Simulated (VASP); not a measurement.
A run of VASP 6.6.1 is set up as follows.

Contents of INCAR:

```
  PREC = Accurate
  ENCUT = 520
  EDIFF = 1E-6
  ISMEAR = -1
  SIGMA = 0.08
  LREAL = False
  LASPH = True
  NELM = 80
  ALGO = Normal
  ISIF = 2
  LWAVE = False
  LCHARG = False
  NBANDS = 18
```

KPOINTS

```
regular mesh
0
Gamma
  9 9 9
```

File POSCAR:

```
Sb2Au
1.0
    0.0000000000      3.3280000000      3.3612800000
    3.3280000000      0.0000000000      3.3612800000
    3.3280000000      3.3280000000      0.0000000000
Sb Au
2 1
Direct
    0.2500000000      0.2500000000      0.2500000000
    0.7500000000      0.7500000000      0.7500000000
    0.0000000000      0.0000000000      0.0000000000
```

Potentials or basis: VASP PAW LDA potentials, release 64 (Sb, Au).

Launch:

```console
$ cat potpaw_LDA.64/Sb/POTCAR potpaw_LDA.64/Au/POTCAR > POTCAR
$ mpirun -np 1 vasp_std > vasp.out
```

Predict the pressure.

2.1 GPa.

What does it give for the band gap on the k mesh?

Zero (an odd number of electrons rules out a gap without spin polarisation).

Stress tensor (GPa, compression positive):
```
2.23 0.00 0.00
0.00 2.23 0.00
0.00 0.00 1.95
```

Caveat: the cell differs from its parent crystal (zz strain of +1 %); spin-orbit coupling is left out, which moves the levels of the heavy elements.
